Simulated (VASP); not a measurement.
Input of a VASP 6.6.1 run:

File INCAR:

```
SYSTEM = CsPbI2Br
PREC = Accurate ; ENCUT = 520
EDIFF = 1E-6 ; ISMEAR = 0
SIGMA = 0.05 ; LREAL = .False.
LASPH = .True. ; NELM = 100
ALGO = Normal ; ISIF = 2
LWAVE = .False. ; LCHARG = .False.
NBANDS = 30
```

The input KPOINTS:

```
Automatic mesh
0
Gamma
  4 4 6
  0 0 0
```

Contents of POSCAR:

```
CsPbI2Br
1.0
    6.3752960000      0.0000000000      0.0000000000
    0.0000000000      6.3752960000      0.0000000000
    0.0000000000      0.0000000000      5.7237312000
Cs Pb I Br
1 1 2 1
Direct
    0.5000000000      0.5000000000      0.5000000000
    0.0000000000      0.0000000000      0.0000000000
    0.0000000000      0.5000000000      0.0000000000
    0.5000000000      0.0000000000      0.0000000000
    0.0000000000      0.0000000000      0.5000000000
```

Potentials or basis: VASP PAW LDA potentials, release 64 (Cs_sv, Pb_d, I, Br).

Command:

```console
$ cat potpaw_LDA.64/Cs_sv/POTCAR potpaw_LDA.64/Pb_d/POTCAR potpaw_LDA.64/I/POTCAR potpaw_LDA.64/Br/POTCAR > POTCAR
$ mpirun -np 1 vasp_std > vasp.out
```

Q: What does it give for the band gap on the k mesh?

A: 1.09 eV.

Q: Predict the pressure.

A: -1.0 GPa.

Stress tensor (GPa, compression positive):
```
-1.49  0.00  0.00
 0.00 -1.49  0.00
 0.00  0.00 -0.07
```

Caveat: the cell differs from its parent crystal (strain -0.0400 x Voigt [0, 0, 1, 0, 0, 0]); spin-orbit coupling is left out, which moves the levels of the heavy elements. A k mesh can miss the band edges.
